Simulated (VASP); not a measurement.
Al5Ag19: single point with PBE

The system is Al5Ag19.

```
Ag Al
1.0
     7.42896   -0.25996   -0.08947
    -0.25996    7.54859   -0.24932
    -0.08947   -0.24932    7.67094
Ag Al
19 5
Direct
  0.54329 0.25315 0.18997
  0.97421 0.81072 0.49506
  0.49510 0.94360 0.95673
  0.01729 0.20668 0.58670
  0.21421 0.60972 0.56796
  0.29366 0.52685 0.20166
  0.62490 0.75451 0.24852
  0.56495 0.69523 0.67839
  0.82999 0.96533 0.79800
  0.26959 0.88081 0.25389
  0.70609 0.11271 0.47960
  0.56525 0.26906 0.79757
  0.16762 0.11208 0.00818
  0.27155 0.98183 0.64978
  0.86771 0.98995 0.16191
  0.19275 0.74553 0.92135
  0.75960 0.45417 0.40130
  0.87273 0.61475 0.03986
  0.36419 0.27111 0.46348
  0.53050 0.56417 0.97776
  0.86272 0.29050 0.98206
  0.06216 0.28243 0.29174
  0.85462 0.55065 0.70963
  0.21508 0.39585 0.81914
```

| Quantity | Value |
| --- | --- |
| Program | VASP 6.6.1 |
| Task | single point |
| Functional | PBE |
| Potentials or basis | VASP PAW PBE potentials, release 64 (Ag, Al) |
| Cutoff | 400 eV |
| k mesh | 1 × 1 × 1, shifted |
| Occupations | fermi-dirac, width 0.1051 eV |
| Spin | no spin polarisation |

```json
{
  "Pressure": "5.6 GPa",
  "Largest force": "2.362 eV/Å"
}
```

Forces in eV/Å, atoms in the order of the input:
```
Ag   0.223 -0.691 -2.248
Ag  -1.846  0.792 -1.110
Ag   0.793  0.326  0.109
Ag   0.509  0.517  1.466
Ag   0.620 -1.239 -0.366
Ag  -0.332 -0.359  0.289
Ag  -0.699 -0.003  1.281
Ag  -0.333  0.161 -0.681
Ag   0.279 -0.180  0.136
Ag  -0.084  0.629  0.828
Ag  -1.596 -1.313 -0.352
Ag  -0.262 -0.134 -0.608
Ag   0.514  0.509 -0.614
Ag   0.706 -0.380  0.473
Ag   0.182  0.244  0.361
Ag  -0.640 -0.617 -0.667
Ag   0.386  1.037 -0.075
Ag   0.592  0.449  0.805
Ag  -0.204  0.349  1.282
Al   0.056  0.166 -0.358
Al   0.139 -0.589 -0.030
Al  -0.210  0.346 -0.864
Al   1.078 -0.063  0.401
Al   0.130  0.046  0.541
```

Stress tensor (GPa, compression positive):
```
 6.83  1.16 -0.05
 1.16  5.19 -0.26
-0.05 -0.26  4.84
```

Levels at points of the mesh, in eV from the Fermi level:
```
           k point  band 109  band 110  band 111  band 112  band 113  band 114  band 115  band 116
(0.25, 0.25, 0.25)     -0.78     -0.64     -0.51     -0.27      0.28      0.46      0.94      1.66
```

Wall time 39 s on 1 thread of Intel(R) Xeon(R) 6975P-C (Granite Rapids), on a shared host, peak memory 0.34 GiB.

Caveat: the atoms stand as in a frame of molecular dynamics.
